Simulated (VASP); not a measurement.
# Na2AgBr3 (P-3m1) in VASP: notebook, part 2 of 2

VASP 6.6.1. Earlier steps stand in the parts before.

**4. Relaxation of cell and atoms, PBEsol**

This run uses another cell than the first one, of 27.94 Å³/atom.

Input file INCAR:

```
SYSTEM = Na2AgBr3
PREC     = Accurate       ! precision mode
ENCUT    = 600            ! plane-wave cutoff, eV
EDIFF    = 1E-6           ! SCF threshold, eV
ISMEAR   = -1             ! smearing method
SIGMA    = 0.03           ! smearing width, eV
LREAL    = .False.        ! projectors in reciprocal space
LASPH    = .True.         ! aspherical terms in the spheres
NELM     = 100            ! most SCF steps
ALGO     = Normal         ! electronic algorithm
ISIF     = 3              ! what is computed and relaxed
LWAVE    = .False.        ! write WAVECAR
LCHARG   = .False.        ! write CHGCAR
GGA      = PS             ! functional
IBRION   = 2              ! ionic algorithm
NSW      = 100            ! ionic steps
EDIFFG   = -0.01          ! ionic threshold
```

Input file KPOINTS:

```
regular mesh
0
Gamma
  6 6 2
  0 0 0
```

Input file POSCAR:

```
Na2AgBr3
1.0
    4.2730005400      0.0000000000      0.0000000000
   -2.1365002700      3.7005270200      0.0000000000
    0.0000000000      0.0000000000     10.6029917600
Na Ag Br
2 1 3
Direct
    0.3333333300      0.6666666700      0.8271350000
    0.6666666700      0.3333333300      0.1728650000
    0.0000000000      0.0000000000      0.5000000000
    0.3333333300      0.6666666700      0.3480920000
    0.6666666700      0.3333333300      0.6519080000
    0.0000000000      0.0000000000      0.0000000000
```

Potentials or basis: VASP PAW PBE potentials, release 64 (Na_pv, Ag, Br).

Launch:

```
> cat potpaw_PBE.64/Na_pv/POTCAR potpaw_PBE.64/Ag/POTCAR potpaw_PBE.64/Br/POTCAR > POTCAR
> mpirun -np 1 vasp_std > vasp.out
```

OUTCAR:

```text
SYSTEM = Na2AgBr3
   PREC = Accurate
   ENCUT = 600
   EDIFF = 1E-6
   ISMEAR = -1
   LREAL = .False.
   LASPH = .True.
   NELM = 100
   ISIF = 3
   GGA = PS
   IBRION = 2
   NSW = 100
   EDIFFG = -0.01

 ion  position               nearest neighbor table
   1  0.333  0.667  0.827-
   2  0.667  0.333  0.173-
   3  0.000  0.000  0.500-   4 2.95   5 2.95   5 2.95   4 2.95   5 2.95   4 2.95
   4  0.333  0.667  0.348-   3 2.95   3 2.95   3 2.95
   5  0.667  0.333  0.652-   3 2.95   3 2.95   3 2.95
   6  0.000  0.000  0.000-

  LATTYP: Found a hexagonal cell.
 ALAT       =     4.2730005400
 C/A-ratio  =     2.4813925626

  Lattice vectors:

 A1 = (   4.2730005400,   0.0000000000,   0.0000000000)
 A2 = (  -2.1365002700,   3.7005270200,   0.0000000000)
 A3 = (   0.0000000000,   0.0000000000,  10.6029917600)

Analysis of symmetry for initial positions (statically):
=====================================================================
 Subroutine PRICEL returns:
 Original cell was already a primitive cell.

 Routine SETGRP: Setting up the symmetry group for a
 hexagonal supercell.

[... 150 lines left out ...]
 maximum number of plane-waves:      5646
 NGX is ok and might be reduce to    36
   NGX = 17   NGY = 17   NGZ = 43

--------------------------------------- Ionic step        1  -------------------------------------------

 number of electron      45.9999996 magnetization

 Free energy of the ion-electron system (eV)
  ---------------------------------------------------
  ext. energy  EPLUGINS =         0.00000000
  ---------------------------------------------------
  free energy    TOTEN  =       -18.23889322 eV

  energy without entropy =      -18.23889322  energy(sigma->0) =      -18.23889322

------------------------ aborting loop because EDIFF is reached ----------------------------------------

  FORCE on cell =-STRESS in cart. coord.  units (eV):
  Direction    XX          YY          ZZ          XY          YZ          ZX
  --------------------------------------------------------------------------------------
  -------------------------------------------------------------------------------------
  Total       -2.5101831     -2.5101831     -2.9918222      0.0000000     -0.0000000      0.0000000
  in kB      -23.9878340    -23.9878340    -28.5904777      0.0000000     -0.0000000      0.0000000
  external PRESSURE =     -25.5220486 kB  Pullay stress =       0.0000000 kB
[... 307 lines left out ...]
--------------------------------------- Ionic step        9  -------------------------------------------

 number of electron      45.9999995 magnetization

 Free energy of the ion-electron system (eV)
  ---------------------------------------------------
  ext. energy  EPLUGINS =         0.00000000
  ---------------------------------------------------
  free energy    TOTEN  =       -18.40290025 eV

  energy without entropy =      -18.40290025  energy(sigma->0) =      -18.40290025

 E-fermi :   1.9742     XC(G=0):  -8.8442

 val. band max:        1.2561631562   @ k =   0.0000   0.0000   0.5000
 cond. band min:       3.5352929583   @ k =   0.0000   0.0000   0.0000
 fundamental gap:      2.2791298021
 Fermi energy:         1.9741595171

 k-point     1 :       0.0000    0.0000    0.0000
  band No.  band energies     occupation
      1     -21.2026      2.00000
      2     -21.1935      2.00000
      3     -21.1913      2.00000
      4     -21.1913      2.00000
      5     -21.1907      2.00000
      6     -21.1907      2.00000
[... 442 lines left out ...]
  FREE ENERGIE OF THE ION-ELECTRON SYSTEM (eV)
  ---------------------------------------------------
  free  energy   TOTEN  =       -18.4029002460 eV

  energy  without entropy=      -18.4029002460  energy(sigma->0) =      -18.40290025

 reached required accuracy - stopping structural energy minimisation
```

OSZICAR:

```text
N       E                     dE             d eps       ncg     rms          rms(c)
DAV:   1     0.420783212982E+03    0.42078E+03   -0.22952E+04   756   0.181E+03
DAV:   2     0.320418929671E+02   -0.38874E+03   -0.37642E+03   834   0.407E+02
DAV:   3    -0.163642320561E+02   -0.48406E+02   -0.45723E+02   910   0.136E+02
[... 78 lines left out ...]
DAV:   1    -0.184033562910E+02   -0.61810E-03   -0.28801E-01   804   0.307E+00    0.207E-01
DAV:   2    -0.184032088489E+02    0.14744E-03   -0.60477E-03   866   0.543E-01    0.120E-01
DAV:   3    -0.184029085429E+02    0.30031E-03   -0.49472E-04   908   0.178E-01    0.293E-02
DAV:   4    -0.184029007116E+02    0.78313E-05   -0.41057E-05   899   0.479E-02    0.138E-02
DAV:   5    -0.184029002460E+02    0.46552E-06   -0.28307E-06   731   0.151E-02
   9 F= -.18402900E+02 E0= -.18402900E+02  d E =-.390351E-03
```

CONTCAR:

```text
Na2AgBr3
   1.00000000000000
     4.1613912518084906   -0.0000000000000000   -0.0000000000000000
    -2.0806956259042453    3.6038705409691136    0.0000000000000000
    -0.0000000000000000    0.0000000000000000    9.9772198513104371
  Na              Ag              Br
     2     1     3
Direct
     0.3333333300000021    0.6666666699999979    0.8272180542213432
     0.6666666699999979    0.3333333300000021    0.1727819457786569
     0.0000000000000000    0.0000000000000000    0.5000000000000000
     0.3333333300000021    0.6666666699999979    0.3459751324437570
     0.6666666699999979    0.3333333300000021    0.6540248675562429
     0.0000000000000000    0.0000000000000000    0.0000000000000000

  0.00000000E+00  0.00000000E+00  0.00000000E+00
  0.00000000E+00  0.00000000E+00  0.00000000E+00
  0.00000000E+00  0.00000000E+00  0.00000000E+00
  0.00000000E+00  0.00000000E+00  0.00000000E+00
  0.00000000E+00  0.00000000E+00  0.00000000E+00
  0.00000000E+00  0.00000000E+00  0.00000000E+00
```

Run time: 7.6 min. Hardware: 1 thread of Intel Xeon Platinum 8488C (Sapphire Rapids), shared host; peak memory 0.4 GiB.

Results:

| Quantity | Value |
| --- | --- |
| Free energy | -18.4029 eV |
| Relaxed volume | 24.94 Å³/atom |
| Relaxed cell | a = 4.161 Å, b = 4.161 Å, c = 9.977 Å, α = 90.00°, β = 90.00°, γ = 120.00° |
| Space group after relaxing (to 0.1 Å) | P-3m1 (No. 164) |
| Energy gained by relaxing | 27.3 meV/atom |
| Ionic steps | 9 |
| Pressure after relaxing | 0.0 GPa |
| Largest force after relaxing | 0.004 eV/Å |
| Band gap on the k mesh | 2.28 eV (least direct gap 2.29 eV) |

Forces in eV/Å, atoms in the order of the input:
```
Na   0.000  0.000  0.001
Na   0.000  0.000 -0.001
Ag   0.000  0.000  0.000
Br   0.000  0.000 -0.004
Br   0.000  0.000  0.004
Br   0.000  0.000  0.000
```

The path:
```tsv
step	energy change (eV)	largest force (eV/Å)	pressure (GPa)	volume (Å³)
1	0.0000	0.0928	-2.55	167.66
2	-0.1291	0.0207	-1.22	157.09
3	-0.1560	0.1114	-0.08	150.76
4	-0.1561	0.1185	0.05	150.31
5	-0.1589	0.0919	0.00	150.15
6	-0.1633	0.0193	0.01	149.69
7	-0.1636	0.0302	0.01	149.52
8	-0.1638	0.0203	0.01	149.56
9	-0.1640	0.0037	-0.01	149.63
```

Final structure:
```yaml
crystal:
  lattice:
    - [4.16139, 0.00000, 0.00000]
    - [-2.08070, 3.60387, 0.00000]
    - [0.00000, 0.00000, 9.97722]
  atoms:
    - { symbol: Na, position: [0.33333, 0.66667, 0.82722] }
    - { symbol: Na, position: [0.66667, 0.33333, 0.17278] }
    - { symbol: Ag, position: [0.00000, 0.00000, 0.50000] }
    - { symbol: Br, position: [0.33333, 0.66667, 0.34598] }
    - { symbol: Br, position: [0.66667, 0.33333, 0.65402] }
    - { symbol: Br, position: [0.00000, 0.00000, 0.00000] }
```

Caveat: the PAW data sets were made with another functional, which shifts forces and pressure a little.

**5. Summary**

```csv
task,level,cell,cutoff (eV),gap on the mesh (eV),pressure (GPa),largest force (eV/Å)
single point,PBEsol,"a = 4.158, b = 4.158, c = 9.984 Å, angles 90.0, 90.0, 120.0°, 6 atoms, atomic positions A",520,2.28,0.0,0.01
single point,r2SCAN+rVV10,"a = 4.152, b = 4.152, c = 10.025 Å, angles 90.0, 90.0, 120.0°, 6 atoms, atomic positions B",520,3.07,0.0,0.02
relaxation of cell and atoms,PBEsol,"relaxed from a = 4.273, b = 4.273, c = 10.603 Å, angles 90.0, 90.0, 120.0°, 6 atoms, atomic positions C",600,2.28,0.0,-
```

Alike in all rows: potentials or basis VASP PAW PBE potentials, release 64 (Na_pv, Ag, Br); no spin polarisation; k mesh 6 × 6 × 2; smearing fermi-dirac 0.03 eV.

Caveats: the PAW data sets were made with another functional, which shifts forces and pressure a little.

Absolute energies hang on the potentials; compare differences alone.
